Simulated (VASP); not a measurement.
Input of a VASP 6.6.1 run:

The input INCAR:

```
SYSTEM = MgS
  PREC = Accurate
  ENCUT = 600
  EDIFF = 1E-6
  ISMEAR = 0
  SIGMA = 0.1
  LREAL = .FALSE.
  LASPH = .TRUE.
  NELM = 120
  ALGO = Normal
  ISIF = 2
  LWAVE = .FALSE.
  LCHARG = .FALSE.
  GGA = B5
  ALDAX = 1.0
  AGGAX = 1.0
  AGGAC = 1.0
  ALDAC = 0.0
  IVDW = 12
  VDW_S6 = 1.0
  VDW_S8 = 2.6996
  VDW_A1 = 0.4298
  VDW_A2 = 4.2359
  NBANDS = 16
  GGA_COMPAT = .FALSE.
```

Contents of KPOINTS:

```
Automatic mesh
0
G
  6 6 2
  0 0 0
```

File POSCAR:

```
MgS
1.0
    4.0184189294      0.0000000000      0.0000000000
   -2.0092094647      3.4800528759      0.0000000000
    0.0000000000      0.0000000000      6.4064613949
Mg S
2 2
Direct
    0.6666666667      0.3333333333      0.4957548500
    0.3333333333      0.6666666667      0.9957548500
    0.3333333333      0.6666666667      0.3792441500
    0.6666666667      0.3333333333      0.8792441500
```

Potentials or basis: VASP PAW PBE potentials, release 64 (Mg, S).

Command:

```sh
$ cat potpaw_PBE.64/Mg/POTCAR potpaw_PBE.64/S/POTCAR > POTCAR
$ mpirun -np 1 vasp_std > vasp.out
```

Q: What does it give for the dispersion energy per atom?

A: -0.597 eV.

Q: Estimate the band gap on the k mesh.

A: 3.63 eV.

Forces in eV/Å, atoms in the order of the input:
```
Mg   0.000  0.000  0.064
Mg   0.000  0.000  0.064
S    0.000  0.000 -0.064
S    0.000  0.000 -0.064
```

Caveat: the k points lie up to 0.49 Å⁻¹ apart; three body term missing; the PAW data sets were made with another functional, which shifts forces and pressure a little.
